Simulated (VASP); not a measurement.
Crystal: MoPd.

```xyz
2
Lattice="1.3877 0.8012 4.6448 -1.3877 0.8012 4.6448 0.0000 -1.6023 4.6448" Properties=species:S:1:pos:R:3 pbc="T T T"
Mo    0.0000    0.0000    0.0000
Pd    0.0000    0.0000    6.9672
```

```yaml
Program: VASP 6.6.1
Task: relaxation of cell and atoms
Functional: r2SCAN
Potentials_or_basis: VASP PAW PBE potentials, release 64 (Mo_sv, Pd)
Cutoff: 600 eV
k_mesh: 6 × 6 × 6
Occupations: gaussian, width 0.1 eV
Spin: no spin polarisation
```

At the start: pressure -5.6 GPa; volume 15.49 Å³/atom.

Problem. Where does the relaxation end?

Solution. Over 6 steps the energy falls by 8.1 meV/atom and the volume is 15.11 Å³/atom (-2.5 %); space group R-3m (No. 166, to 0.05 Å).

Step by step:
| step | energy change (eV) | largest force (eV/Å) | pressure (GPa) | volume (Å³) |
| --- | --- | --- | --- | --- |
| 1 | 0.0000 | 0.0000 | -5.57 | 30.98 |
| 2 | 0.0549 | 0.0000 | 14.84 | 28.63 |
| 3 | -0.0155 | 0.0000 | 0.16 | 30.20 |
| 4 | -0.0156 | 0.0000 | 0.29 | 30.19 |
| 5 | -0.0161 | 0.0000 | -0.06 | 30.24 |
| 6 | -0.0162 | 0.0000 | 0.02 | 30.22 |

Final structure:
```cif
data_structure
_symmetry_space_group_name_H-M 'P 1'
_symmetry_Int_Tables_number 1
_cell_length_a 4.9034
_cell_length_b 4.9034
_cell_length_c 4.9034
_cell_angle_alpha 32.476
_cell_angle_beta 32.476
_cell_angle_gamma 32.476
_cell_volume 30.22
loop_
_atom_site_label
_atom_site_type_symbol
_atom_site_fract_x
_atom_site_fract_y
_atom_site_fract_z
_atom_site_occupancy
Mo1 Mo 0.00000 0.00000 0.00000 1
Pd1 Pd 0.50000 0.50000 0.50000 1
```

Caveat: the k points lie up to 0.45 Å⁻¹ apart in the final cell; the PAW data sets were made with another functional, which shifts forces and pressure a little.
